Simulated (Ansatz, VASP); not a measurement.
**Two plane-wave programs on FeO**

```
CELL_PARAMETERS angstrom
1.58442 0.91477 2.48305
-1.58442 0.91477 2.48305
0.00000 -1.82953 2.48305
ATOMIC_POSITIONS crystal
Fe 0.00000 0.00000 0.00000
O 0.50000 0.50000 0.50000
```

Alike in both runs: functional PBE; k mesh 12 × 12 × 12; occupations gaussian, width 0.02 eV; collinear spin; Hubbard terms Fe d U = 5.3 eV.

Ansatz relaxed the structure, and its values are those at the end. VASP's run is a single point on that final structure, the one shown.

|  | VASP | Ansatz |
| --- | --- | --- |
| version | VASP 6.6.1 | Ansatz 0.2.0 |
| potentials or method | VASP PAW PBE potentials, release 64 (Fe, O), cutoff 520 eV | scalar-relativistic, plane waves, PAW |
| valence electrons in the cell | 14 | 22 |

Ansatz gave:

```
pressure (GPa)                                                : 0.0
net moment per atom (μB)                                      : 2.00
size of the moment on the site where the two differ most (μB) : 3.54
```

Task: What did VASP give for the same quantities?

Result: Pressure (GPa): -9.4; net moment per atom (μB): 2.00; size of the moment on the site where the two differ most (μB): 3.85.

Site moments also hang on the region over which each program counts them. The programs project onto different local orbitals, so the same U acts differently, and such runs can settle in different states. VASP's potentials hold 14 valence electrons a cell and Ansatz's 22, so a difference there can come from the potentials and not from the codes.
